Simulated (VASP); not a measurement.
Input of a VASP 6.6.1 run:

POSCAR

```
HfN
1.0
    0.0000000000      2.2560000000      2.2560000000
    2.2560000000      0.0000000000      2.2560000000
    2.2560000000      2.2560000000      0.0000000000
Hf N
1 1
Direct
    0.0000000000      0.0000000000      0.0000000000
    0.5000000000      0.5000000000      0.5000000000
```

File INCAR.step1:

```
SYSTEM = HfN
  PREC = Accurate
  ENCUT = 600
  ISMEAR = -1
  SIGMA = 0.08
  LREAL = .False.
  LASPH = .True.
  NELM = 60
  GGA = PE
  ALGO = Normal
  EDIFF = 1E-4
  LWAVE = .True.
  LCHARG = .False.
```

File INCAR.step2:

```
SYSTEM = HfN
  PREC = Accurate
  ENCUT = 600
  EDIFF = 1E-6
  ISMEAR = -1
  SIGMA = 0.08
  LREAL = .False.
  LASPH = .True.
  NELM = 60
  ALGO = Normal
  ISIF = 3
  LWAVE = .False.
  LCHARG = .False.
  METAGGA = R2SCAN
  LMIXTAU = .True.
  IBRION = 2
  NSW = 100
  EDIFFG = -0.002
  ISTART = 1
```

File KPOINTS:

```
Automatic mesh
0
Gamma
  18 18 18
  0 0 0
```

Potentials or basis: VASP PAW PBE potentials, release 64 (Hf_pv, N).

Launch:

```sh
$ cat potpaw_PBE.64/Hf_pv/POTCAR potpaw_PBE.64/N/POTCAR > POTCAR
$ cp INCAR.step1 INCAR
$ mpirun -np 1 vasp_std > vasp.out
$ cp INCAR.step2 INCAR
$ mpirun -np 1 vasp_std > vasp.out
```

Predict the band gap on the k mesh.

zero (an odd number of electrons rules out a gap without spin polarisation).

Final structure:
```
Hf N
1.0
     0.00000    2.25596    2.25596
     2.25596    0.00000    2.25596
     2.25596    2.25596    0.00000
Hf N
1 1
Cartesian
  0.0000 0.0000 0.0000
  2.2560 2.2560 2.2560
```

Caveat: spin-orbit coupling is left out, which moves the levels of the heavy elements; an odd number of electrons without spin polarisation forces a metal; a magnetic or distorted state may lie lower.
